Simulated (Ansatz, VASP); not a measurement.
## Two plane-wave programs on MoAs3

INCAR

```
PREC     = Accurate       # precision mode
ENCUT    = 520            # plane-wave cutoff, eV
EDIFF    = 1E-6           # SCF threshold, eV
ISMEAR   = 0              # smearing method
SIGMA    = 0.1            # smearing width, eV
LREAL    = False          # projectors in reciprocal space
LASPH    = True           # aspherical terms in the spheres
NELM     = 60             # most SCF steps
ALGO     = Normal         # electronic algorithm
ISIF     = 2              # what is computed and relaxed
LWAVE    = False          # write WAVECAR
LCHARG   = True           # write CHGCAR
GGA      = PE             # functional
LELF     = True           # ELF
LVHAR    = True         
NBANDS   = 22             # bands
```

Contents of KPOINTS:

```
regular mesh
0
Gamma
  4 4 4
```

File POSCAR:

```
MoAs3
1.0
    4.2242452251      0.0000000000      0.0000000000
    0.0000000000      4.2242452251      0.0000000000
    0.0000000000      0.0000000000      4.2242452251
Mo As
1 3
Direct
    0.0000000000      0.0000000000      0.0000000000
    0.0000000000      0.5000000000      0.5000000000
    0.5000000000      0.0000000000      0.5000000000
    0.5000000000      0.5000000000      0.0000000000
```

Input for Ansatz:

```yaml
crystal:
  lattice:
    - [4.2242452251, 0.0, 0.0]
    - [0.0, 4.2242452251, 0.0]
    - [0.0, 0.0, 4.2242452251]
  atoms:
    - { symbol: Mo, position: [0.0, 0.0, 0.0] }
    - { symbol: As, position: [0.0, 0.5, 0.5] }
    - { symbol: As, position: [0.5, 0.0, 0.5] }
    - { symbol: As, position: [0.5, 0.5, 0.0] }
basis:
  ecutwfc: 420
kpoints:
  mp_grid: { grid: [4, 4, 4] }
hamiltonian:
  xc: pbe
scf:
  occupations: { method: gaussian, width: 0.1 }
  lower_state_search: "off"
output:
  forces: true
  stress: true
  eigenvalues: true
```

Alike in both runs: task single point; functional PBE; k mesh 4 × 4 × 4; occupations gaussian, width 0.1 eV; no spin polarisation.

|  | VASP | Ansatz |
| --- | --- | --- |
| version | VASP 6.6.1 | Ansatz 0.2.0 |
| potentials or method | VASP PAW PBE potentials, release 64 (Mo_sv, As), cutoff 520 eV | scalar-relativistic, plane waves, PAW |
| valence electrons in the cell | 29 | 59 |

```tsv
	VASP	Ansatz	Ansatz less VASP
gap on the k mesh at the Fermi level (eV)	none	none	-
pressure (GPa)	-6.5	-6.7	-0.13
```

A gap of «none» marks a metal or a gap that the smearing closes. VASP's potentials hold 29 valence electrons a cell and Ansatz's 59, so a difference there can come from the potentials and not from the codes.

The k mesh is coarse, so the values compare programs but aren't converged.
